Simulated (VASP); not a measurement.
Runs of VASP 6.6.1 on WSe2. The structure is that of space group P6_3/mmc (No. 194), or close to it. The cells are those of the table. 

```csv
task,cell,gap on the mesh (eV),pressure (GPa),largest force (eV/Å)
single point,"a = 3.223, b = 3.223, c = 12.705 Å, angles 90.0, 90.0, 120.0°, 6 atoms",0.85,9.1,1.05
single point,"a = 3.301, b = 3.301, c = 13.013 Å, angles 90.0, 90.0, 120.0°, 6 atoms",0.92,(b),0.23
single point,"a = 3.312, b = 3.312, c = 13.056 Å, angles 90.0, 90.0, 120.0°, 6 atoms",0.93,-3.5,0.39
single point,"a = 3.279, b = 3.279, c = 12.927 Å, angles 90.0, 90.0, 120.0°, 6 atoms",0.90,0.6,0.10
electric field gradients,"a = 3.246, b = 3.246, c = 12.795 Å, angles 90.0, 90.0, 120.0°, 6 atoms",0.87,5.4,0.65
electric field gradients,"a = 3.223, b = 3.223, c = 12.705 Å, angles 90.0, 90.0, 120.0°, 6 atoms",0.85,9.1,1.05
electric field gradients,"a = 3.290, b = 3.304, c = 12.970 Å, angles 90.2, 90.6, 120.4°, 6 atoms",0.91,(a),0.24
```

Alike in all rows: level PBEsol; potentials or basis VASP PAW PBE potentials, release 64 (W_sv, Se); no spin polarisation; k mesh 11 × 11 × 3; cutoff (eV) 520; smearing fermi-dirac 0.08 eV.

Fill in the values left out.

(a) -0.8; (b) -2.2.

Caveats: the PAW data sets were made with another functional, which shifts forces and pressure a little; spin-orbit coupling is left out, which moves the levels of the heavy elements; an odd mesh through Γ misses points on the zone boundary, where band edges can lie; this functional lacks dispersion, which binds the layers, so the pressure and a relaxed spacing across them are unreliable (at least some runs); the cell stands under pressure (at least some runs); the cell stands under tension (at least some runs).

A k mesh can miss the band edges, and the runs leave out spin-orbit coupling on Se, W.
